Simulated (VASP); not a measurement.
# NiSb (P6_3/mmc) in VASP: notebook

NiSb is run at these levels: r2SCAN+D3(BJ), r2SCAN+D4, r2SCAN+rVV10, PBEsol; tasks: single point.

All numbers are computed with VASP 6.6.1; they aren't measurements. Logs are shortened: lines on timing, memory, paths and dates and some standing lists are left out, and cuts for length are marked.

### Step 1. The cell of the first run

Symmetry: P6_3/mmc, No. 194, hexagonal system. The conventional cell has a = 3.916 Å, b = 3.916 Å, c = 5.100 Å, α = 90.00°, β = 90.00°, γ = 120.00°. Within 3.5 Å of Sb (site symmetry -6m2) lie 6 Ni at 2.60 Å and 6 Sb at 3.41 Å. Ni (site symmetry -3m) has 2 Ni at 2.55 Å and 6 Sb at 2.60 Å within 3.4 Å.

### Step 2. Single point, r2SCAN+D3(BJ), collinear spin, ferromagnetic start

POSCAR

```
NiSb
1.0
    3.9157084429      0.0000000000      0.0000000000
   -1.9578542214      3.3911029853      0.0000000000
    0.0000000000      0.0000000000      5.0998373902
Sb Ni
2 2
Direct
    0.6666666667      0.3333333333      0.7500000000
    0.3333333333      0.6666666667      0.2500000000
    0.0000000000      0.0000000000      0.5000000000
    0.0000000000      0.0000000000      0.0000000000
```

INCAR.step1

```
ALGO = Normal
EDIFF = 1E-4
ENCUT = 520
GGA = PE
ISMEAR = -1
ISPIN = 2
LASPH = T
LCHARG = F
LMAXMIX = 4
LREAL = F
LWAVE = T
MAGMOM = 0 0 1 1
NBANDS = 27
NELM = 150
PREC = Accurate
SIGMA = 0.05
```

INCAR.step2

```
ALGO = Normal
EDIFF = 1E-6
ENCUT = 520
ISIF = 2
ISMEAR = -1
ISPIN = 2
ISTART = 1
IVDW = 12
LASPH = T
LCHARG = T
LELF = T
LMAXMIX = 4
LMIXTAU = T
LORBIT = 11
LREAL = F
LVHAR = T
LWAVE = F
MAGMOM = 0 0 1 1
METAGGA = R2SCAN
NBANDS = 27
NELM = 150
PREC = Accurate
SIGMA = 0.05
VDW_A1 = 0.49484001
VDW_A2 = 5.73083694
VDW_S6 = 1.0
VDW_S8 = 0.78981345
```

KPOINTS

```
k-points
0
Gamma
  8 8 5
```

Potentials or basis: VASP PAW PBE potentials, release 64 (Sb, Ni).

Run with:

```sh
cat potpaw_PBE.64/Sb/POTCAR potpaw_PBE.64/Ni/POTCAR > POTCAR
cp INCAR.step1 INCAR
mpirun -np 1 vasp_std > vasp.out
cp INCAR.step2 INCAR
mpirun -np 1 vasp_std > vasp.out
```

OUTCAR:

```text
EDIFF = 1E-6
   ENCUT = 520
   ISIF = 2
   ISMEAR = -1
   ISPIN = 2
   ISTART = 1
   IVDW = 12
   LASPH = T
   LORBIT = 11
   LREAL = F
   METAGGA = R2SCAN
   NELM = 150
   PREC = Accurate
 IVDW          = 12

 ion  position               nearest neighbor table
   1  0.667  0.333  0.750-   3 2.60   4 2.60   3 2.60   4 2.60   3 2.60   4 2.60   2 3.41   2 3.41
                             2 3.41   2 3.41   2 3.41   2 3.41
   2  0.333  0.667  0.250-   3 2.60   4 2.60   3 2.60   4 2.60   3 2.60   4 2.60   1 3.41   1 3.41
                             1 3.41   1 3.41   1 3.41   1 3.41
   3  0.000  0.000  0.500-   4 2.55   4 2.55   1 2.60   2 2.60   2 2.60   1 2.60   1 2.60   2 2.60

   4  0.000  0.000  0.000-   3 2.55   3 2.55   1 2.60   2 2.60   2 2.60   1 2.60   1 2.60   2 2.60

  LATTYP: Found a hexagonal cell.
 ALAT       =     3.9157084429
 C/A-ratio  =     1.3024047793

  Lattice vectors:

 A1 = (   3.9157084429,   0.0000000000,   0.0000000000)
 A2 = (  -1.9578542214,   3.3911029853,   0.0000000000)
 A3 = (   0.0000000000,   0.0000000000,   5.0998373902)

Analysis of symmetry for initial positions (statically):
=====================================================================
 Subroutine PRICEL returns:
 Original cell was already a primitive cell.

 Routine SETGRP: Setting up the symmetry group for a
 hexagonal supercell.

 Subroutine GETGRP returns: Found 24 space group operations
 (whereof 12 operations were pure point group operations)
 out of a pool of 24 trial point group operations.

The static configuration has the point symmetry D_3d.
 The point group associated with its full space group is D_6h.

Analysis of symmetry for dynamics (positions and initial velocities):
=====================================================================
 Subroutine PRICEL returns:
 Original cell was already a primitive cell.

 Routine SETGRP: Setting up the symmetry group for a
 hexagonal supercell.

 Subroutine GETGRP returns: Found 24 space group operations
 (whereof 12 operations were pure point group operations)
 out of a pool of 24 trial point group operations.

The dynamic configuration has the point symmetry D_3d.
 The point group associated with its full space group is D_6h.

Analysis of structural, dynamic, and magnetic symmetry:
=====================================================================
 Subroutine PRICEL returns:
 Original cell was already a primitive cell.

 Routine SETGRP: Setting up the symmetry group for a
 hexagonal supercell.

 Subroutine GETGRP returns: Found 24 space group operations
 (whereof 12 operations were pure point group operations)
 out of a pool of 24 trial point group operations.

The overall configuration has the point symmetry D_3d.
 The point group associated with its full space group is D_6h.

 Subroutine INISYM returns: Found 24 space group operations
 (whereof 12 operations are pure point group operations),
 and found     1 'primitive' translations

----------------------------------------------------------------------------------------

                                     Primitive cell

  volume of cell :      67.7186

  direct lattice vectors                    reciprocal lattice vectors
     3.915708443  0.000000000  0.000000000     0.255381629  0.147444652  0.000000000
    -1.957854221  3.391102985  0.000000000     0.000000000  0.294889304  0.000000000
     0.000000000  0.000000000  5.099837390     0.000000000  0.000000000  0.196084683

  length of vectors
     3.915708443  3.915708443  5.099837390     0.294889304  0.294889304  0.196084683

  position of ions in fractional coordinates (direct lattice)
     0.666666667  0.333333333  0.750000000
     0.333333333  0.666666667  0.250000000
     0.000000000  0.000000000  0.500000000
     0.000000000  0.000000000  0.000000000

  ion indices of the primitive-cell ions
   primitive index   ion index
                 1           1
                 2           2
                 3           3
                 4           4

----------------------------------------------------------------------------------------

 KPOINTS: k-points

Automatic generation of k-mesh.
 Grid dimensions read from file:
 generate k-points for:    8    8    5

 Generating k-lattice:

  Cartesian coordinates                     Fractional coordinates (reciprocal lattice)
     0.031922704  0.018430582  0.000000000     0.125000000  0.000000000  0.000000000
     0.000000000  0.036861163  0.000000000     0.000000000  0.125000000  0.000000000
     0.000000000  0.000000000  0.039216937     0.000000000  0.000000000  0.200000000

  Length of vectors
     0.036861163  0.036861163  0.039216937

  Shift w.r.t. Gamma in fractional coordinates (k-lattice)
     0.000000000  0.000000000  0.000000000

 Subroutine IBZKPT returns following result:
 ===========================================

 Found     30 irreducible k-points:

 Following reciprocal coordinates:
            Coordinates               Weight
  0.000000  0.000000  0.000000      1.000000
  0.125000  0.000000  0.000000      6.000000
  0.250000  0.000000  0.000000      6.000000
  0.375000  0.000000  0.000000      6.000000
  0.500000  0.000000  0.000000      3.000000
  0.125000  0.125000  0.000000      6.000000
[... 16 lines left out ...]
  0.250000  0.000000  0.400000     12.000000
  0.375000  0.000000  0.400000     12.000000
 [... further k-points ...]
   k-points           NKPTS =     30   k-points in BZ     NKDIM =     30   number of bands    NBANDS=     27
   number of dos      NEDOS =    301   number of ions     NIONS =      4
   total plane-waves  NPLWV =  36000
   dimension x,y,z NGX =    30 NGY =   30 NGZ =   40
   dimension x,y,z NGXF=    60 NGYF=   60 NGZF=   80
   ions per type =               2   2
   NGX,Y,Z   is equivalent  to a cutoff of  12.74, 12.74, 13.04 a.u.
   NGXF,Y,Z  is equivalent  to a cutoff of  25.47, 25.47, 26.08 a.u.
 SYSTEM =  unknown system
   PREC   = accura    normal or accurate (medium, high low for compatibility)
   ISTART =      1    job   : 0-new  1-cont  2-samecut
   ICHARG =      0    charge: 1-file 2-atom 10-const
   ISPIN  =      2    spin polarized calculation?
   LNONCOLLINEAR =      F non collinear calculations
   LSORBIT =      F    spin-orbit coupling
   LASPH  =      T    aspherical Exc in radial PAW
   ENCUT  =  520.0 eV  38.22 Ry    6.18 a.u.   7.28  7.28  9.48*2*pi/ulx,y,z
   NELM   =    150;   NELMIN=  2; NELMDL=  0     # of ELM steps
   EDIFF  = 0.1E-05   stopping-criterion for ELM
   LREAL  =      F    real-space projection
[... 7 lines left out ...]
   TEBEG  =    0.0;   TEEND  =   0.0 temperature during run
   PSTRESS=    0.0 pullay stress
   NELECT =      30.0000    total number of electrons
   NUPDOWN=      -1.0000    fix difference up-down
   EMIN   =  10.00;   EMAX   =-10.00  energy-range for DOS
   EFERMI =   0.00;   METHOD = LEGACY
   ISMEAR =    -1;   SIGMA  =   0.05  broadening in eV -4-tet -1-fermi 0-gaus
   EFERMI_NEDOS =   21; number of points for ismear=-14 and -15
   IALGO  =     38    algorithm
   IMIX   =      4    mixing-type and parameters
     AMIX     =   0.40;   BMIX     =  1.00
     AMIX_MAG =   1.60;   BMIX_MAG =  1.00
  volume/ion in A,a.u.               =      16.93       114.25
  Fermi-wavevector in a.u.,A,eV,Ry     =   1.247995  2.358368 21.190944  1.557490
  Thomas-Fermi vector in A             =   2.382101
   LORBIT       =     11    0 simple, 1 ext, 2 COOP (PROOUT), +10 PAW based schemes
   METAGGA = R2SCAN    functional components
   LHFCALC =     F    Hartree Fock is set to
   AEXX    =    0.0000 exact exchange contribution
   IVDW    =    12    specifies the selected vdW correction
   LEPSILON=     F    determine dielectric tensor
   LRPA    =     F    only Hartree local field effects (RPA)
 spin polarized calculation
  energy-cutoff  :      520.00
  volume of cell :       67.72
 maximum number of plane-waves:      1844
 NGX is ok and might be reduce to    30
   NGX = 15   NGY = 15   NGZ = 19

 number of electron      30.0000035 magnetization      -0.0000003

 number of electron      30.0000035 magnetization       0.0000003

 Free energy of the ion-electron system (eV)
  ---------------------------------------------------
  ext. energy  EPLUGINS =         0.00000000
  ---------------------------------------------------
  free energy    TOTEN  =       -76.36491766 eV

  energy without entropy =      -76.34993622  energy(sigma->0) =      -76.35742694

 E-fermi :  10.0862     XC(G=0): -12.3269

 val. band max:       10.0300880116   @ k =   0.0000   0.0000   0.0000
 cond. band min:      10.1349474403   @ k =   0.3750   0.2500   0.0000
 fundamental gap:      0.1048594287
 Fermi energy:        10.0861816344

 spin component 1

 k-point     1 :       0.0000    0.0000    0.0000
  band No.  band energies     occupation
      1      -3.5389      1.00000
      2       1.4091      1.00000
      3       3.4470      1.00000
      4       5.9396      1.00000
      5       5.9396      1.00000
      6       6.7646      1.00000
[... 19 lines left out ...]
     26      20.1872      0.00000
     27      20.1872      0.00000
[... 667 lines left out ...]
      5       6.5405      1.00000
      6       6.7741      1.00000
[... 19 lines left out ...]
     26      21.6044      0.00000
     27      22.2735      0.00000

 [... further k-points ...]

 spin component 2

 k-point     1 :       0.0000    0.0000    0.0000
  band No.  band energies     occupation
      1      -3.5389      1.00000
      2       1.4091      1.00000
      3       3.4470      1.00000
      4       5.9396      1.00000
      5       5.9396      1.00000
      6       6.7646      1.00000
[... 19 lines left out ...]
     26      20.1872      0.00000
     27      20.1872      0.00000
[... 667 lines left out ...]
      5       6.5405      1.00000
      6       6.7741      1.00000
[... 19 lines left out ...]
     26      21.6044      0.00000
     27      22.2735      0.00000

 [... further k-points ...]

------------------------ aborting loop because EDIFF is reached ----------------------------------------

 Edisp (eV)   -1.01412

 E8    (eV) :    -0.3609

  FORCE on cell =-STRESS in cart. coord.  units (eV):
  Direction    XX          YY          ZZ          XY          YZ          ZX
  --------------------------------------------------------------------------------------
  -------------------------------------------------------------------------------------
  Total      -0.36973    -0.36973    -0.29742    -0.00000     0.00000     0.00000
  in kB      -8.74750    -8.74750    -7.03687    -0.00000     0.00000     0.00000
  external pressure =       -8.18 kB  Pullay stress =        0.00 kB

 VOLUME and BASIS-vectors are now :
 -----------------------------------------------------------------------------
  energy-cutoff  :      520.00
  volume of cell :       67.72
      direct lattice vectors                 reciprocal lattice vectors
     3.915708443  0.000000000  0.000000000     0.255381629  0.147444652  0.000000000
    -1.957854221  3.391102985  0.000000000     0.000000000  0.294889304  0.000000000
     0.000000000  0.000000000  5.099837390     0.000000000  0.000000000  0.196084683

 POSITION                                       TOTAL-FORCE (eV/Angst)
 -----------------------------------------------------------------------------------
      1.95785      1.13037      3.82488         0.000000      0.000000      0.000000
     -0.00000      2.26074      1.27496        -0.000000     -0.000000      0.000000
      0.00000      0.00000      2.54992        -0.000000     -0.000000      0.000000
      0.00000      0.00000      0.00000         0.000000     -0.000000      0.000000
 -----------------------------------------------------------------------------------
    total drift:                               -0.000000      0.000000      0.000000

  FREE ENERGIE OF THE ION-ELECTRON SYSTEM (eV)
  ---------------------------------------------------
  free  energy   TOTEN  =       -77.3790368803 eV

  energy  without entropy=      -77.3640554428  energy(sigma->0) =      -77.37154616

 total charge

# of ion       s       p       d       tot
------------------------------------------
    1        1.106   1.245   0.080   2.431
    2        1.106   1.245   0.080   2.431
    3        0.463   0.520   8.481   9.464
    4        0.463   0.520   8.481   9.464
--------------------------------------------------
tot          3.137   3.530  17.123  23.790

 magnetization (x)

# of ion       s       p       d       tot
------------------------------------------
    1       -0.000  -0.000   0.000  -0.000
    2       -0.000  -0.000   0.000  -0.000
    3       -0.000   0.000   0.000   0.000
    4       -0.000   0.000   0.000   0.000
--------------------------------------------------
tot         -0.000  -0.000   0.000   0.000
```

It took 13 min on 1 thread of Intel Xeon 8259CL, shared host; peak memory 0.29 GiB.

Results:

| Property | Result |
| --- | --- |
| Free energy | -77.3790 eV |
| Pressure | -0.8 GPa |
| Band gap on the k mesh | zero (filled and empty bands overlap) |
| Net moment | 0.00 μB per cell |
| Valence electrons inside the program's atomic spheres | Sb 2.43; Ni 9.46 |
| Dispersion energy per atom | -0.254 eV |

Levels at points of the mesh, in eV from the Fermi level:
Spin up:
```tsv
k point	band 13	band 14	band 15	band 16	band 17	band 18
(0.00, 0.00, 0.00)	-0.06	0.60	0.60	2.62	2.62	3.60
(0.50, 0.00, 0.00)	-1.68	-1.49	-1.41	-0.22	1.22	3.73
```
Spin down:
| k point | band 12 | band 13 | band 14 | band 15 | band 16 | band 17 | band 18 | band 19 |
| --- | --- | --- | --- | --- | --- | --- | --- | --- |
| (0.00, 0.00, 0.00) | -1.41 | -0.06 | 0.60 | 0.60 | 2.62 | 2.62 | 3.60 | 4.40 |
| (0.50, 0.00, 0.00) | -1.95 | -1.68 | -1.49 | -1.41 | -0.22 | 1.22 | 3.73 | 4.25 |

Caveat: three body term missing; the moments typed at the start vanished in this run; the PAW data sets were made with another functional, which shifts forces and pressure a little; spin-orbit coupling is left out, which moves the levels of the heavy elements.

### Step 3. Single point, r2SCAN+D4, collinear spin, ferromagnetic start

POSCAR

```
NiSb
1.0
    3.9161353082      0.0000000000      0.0000000000
   -1.9580676541      3.3914726615      0.0000000000
    0.0000000000      0.0000000000      5.1012334989
Sb Ni
2 2
Direct
    0.6666666667      0.3333333333      0.7500000000
    0.3333333333      0.6666666667      0.2500000000
    0.0000000000      0.0000000000      0.5000000000
    0.0000000000      0.0000000000      0.0000000000
```

INCAR.step1

```
  PREC = Accurate
  ENCUT = 520
  ISMEAR = -1
  SIGMA = 0.05
  LREAL = F
  LASPH = T
  NELM = 150
  ISPIN = 2
  MAGMOM = 0 0 1 1
  LMAXMIX = 4
  NBANDS = 27
  GGA = PE
  ALGO = Normal
  EDIFF = 1E-4
  LWAVE = T
  LCHARG = F
```

INCAR.step2

```
  PREC = Accurate
  ENCUT = 520
  EDIFF = 1E-7
  ISMEAR = -1
  SIGMA = 0.05
  LREAL = F
  LASPH = T
  NELM = 150
  ALGO = Normal
  ISIF = 2
  LWAVE = F
  LCHARG = F
  ISPIN = 2
  MAGMOM = 0 0 1 1
  LORBIT = 11
  LMAXMIX = 4
  METAGGA = R2SCAN
  LMIXTAU = T
  IVDW = 13
  VDW_S6 = 1.0
  VDW_S8 = 0.6018749
  VDW_A1 = 0.51559235
  VDW_A2 = 5.77342911
  NBANDS = 27
  ISTART = 1
```

KPOINTS

```
Automatic mesh
0
Gamma
  8 8 5
```

Potentials or basis: VASP PAW PBE potentials, release 64 (Sb, Ni).

Run with:

```sh
cat potpaw_PBE.64/Sb/POTCAR potpaw_PBE.64/Ni/POTCAR > POTCAR
cp INCAR.step1 INCAR
mpirun -np 1 vasp_std > vasp.out
cp INCAR.step2 INCAR
mpirun -np 1 vasp_std > vasp.out
```

It took 15 min on 1 thread of Intel Xeon 8259CL, shared host; peak memory 0.28 GiB.

It converged, with:

| Item | Value |
| --- | --- |
| Free energy | -77.1124 eV |
| Pressure | 0.0 GPa |
| Band gap on the k mesh | zero (filled and empty bands overlap) |
| Net moment | 0.00 μB per cell |
| Valence electrons inside the program's atomic spheres | Sb 2.43; Ni 9.46 |
| Dispersion energy per atom | -0.187 eV |

Stress tensor (GPa, compression positive):
```
-0.07  0.00  0.00
 0.00 -0.07  0.00
 0.00  0.00  0.04
```

Levels at points of the mesh, in eV from the Fermi level:
Spin up:
| k point | band 13 | band 14 | band 15 | band 16 | band 17 | band 18 |
| --- | --- | --- | --- | --- | --- | --- |
| (0.00, 0.00, 0.00) | -0.06 | 0.61 | 0.61 | 2.62 | 2.62 | 3.60 |
| (0.50, 0.00, 0.00) | -1.68 | -1.49 | -1.41 | -0.22 | 1.21 | 3.73 |
Spin down:
```
           k point  band 12  band 13  band 14  band 15  band 16  band 17  band 18  band 19
(0.00, 0.00, 0.00)    -1.41    -0.06     0.61     0.61     2.62     2.62     3.60     4.39
(0.50, 0.00, 0.00)    -1.95    -1.68    -1.49    -1.41    -0.22     1.21     3.73     4.25
```

Caveat: the moments typed at the start vanished in this run; the PAW data sets were made with another functional, which shifts forces and pressure a little; spin-orbit coupling is left out, which moves the levels of the heavy elements.

### Step 4. Single point, r2SCAN+rVV10, collinear spin, ferromagnetic start

POSCAR

```
NiSb
1.0
    3.9171885899      0.0000000000      0.0000000000
   -1.9585942950      3.3923848303      0.0000000000
    0.0000000000      0.0000000000      5.0933246767
Sb Ni
2 2
Direct
    0.6666666667      0.3333333333      0.7500000000
    0.3333333333      0.6666666667      0.2500000000
    0.0000000000      0.0000000000      0.5000000000
    0.0000000000      0.0000000000      0.0000000000
```

INCAR.step1

```
  ALGO = Normal
  EDIFF = 1E-4
  ENCUT = 520
  GGA = PE
  ISMEAR = -1
  ISPIN = 2
  LASPH = T
  LCHARG = F
  LMAXMIX = 4
  LREAL = F
  LWAVE = T
  MAGMOM = 0 0 1 1
  NBANDS = 27
  NELM = 150
  PREC = Accurate
  SIGMA = 0.05
```

INCAR.step2

```
  ALGO = Normal
  BPARAM = 11.95
  CPARAM = 0.0093
  EDIFF = 1E-7
  ENCUT = 520
  ISIF = 2
  ISMEAR = -1
  ISPIN = 2
  ISTART = 1
  IVDW_NL = 2
  LASPH = T
  LCHARG = F
  LMAXMIX = 4
  LMIXTAU = T
  LORBIT = 11
  LREAL = F
  LUSE_VDW = T
  LWAVE = F
  MAGMOM = 0 0 1 1
  METAGGA = R2SCAN
  NBANDS = 27
  NELM = 150
  PREC = Accurate
  SIGMA = 0.05
```

KPOINTS

```
k-points
0
Gamma
  8 8 5
```

Run with:

```sh
cat potpaw_PBE.64/Sb/POTCAR potpaw_PBE.64/Ni/POTCAR > POTCAR
cp INCAR.step1 INCAR
mpirun -np 1 vasp_std > vasp.out
cp INCAR.step2 INCAR
mpirun -np 1 vasp_std > vasp.out
```

Wall time 17 min (1 thread of Intel Xeon 8259CL, shared host); peak memory 0.42 GiB.

Results (log left out):

```yaml
Free_energy: -75.6202 eV
Pressure: 0.4 GPa
Band_gap_on_the_k_mesh: zero (filled and empty bands overlap)
Net_moment: 0.00 μB per cell
Valence_electrons_inside_the_program's_atomic_spheres: Sb 2.43; Ni 9.46
```

Stress tensor (GPa, compression positive):
```
0.40 0.00 0.00
0.00 0.40 0.00
0.00 0.00 0.49
```

Levels at points of the mesh, in eV from the Fermi level:
Spin up:
| k point | band 12 | band 13 | band 14 | band 15 | band 16 | band 17 | band 18 | band 19 |
| --- | --- | --- | --- | --- | --- | --- | --- | --- |
| (0.00, 0.00, 0.00) | -1.40 | -0.05 | 0.60 | 0.60 | 2.61 | 2.61 | 3.56 | 4.41 |
| (0.50, 0.00, 0.00) | -1.95 | -1.68 | -1.48 | -1.40 | -0.22 | 1.22 | 3.70 | 4.26 |
Spin down:
```csv
k point,band 13,band 14,band 15,band 16,band 17,band 18
"(0.00, 0.00, 0.00)",-0.05,0.60,0.60,2.61,2.61,3.56
"(0.50, 0.00, 0.00)",-1.68,-1.48,-1.40,-0.22,1.22,3.70
```

Caveat: the moments typed at the start vanished in this run; the PAW data sets were made with another functional, which shifts forces and pressure a little; spin-orbit coupling is left out, which moves the levels of the heavy elements.

(Part 1 of 2 ends here.)

The gap in the log of VASP goes by the Fermi energy; the results here count the filled bands.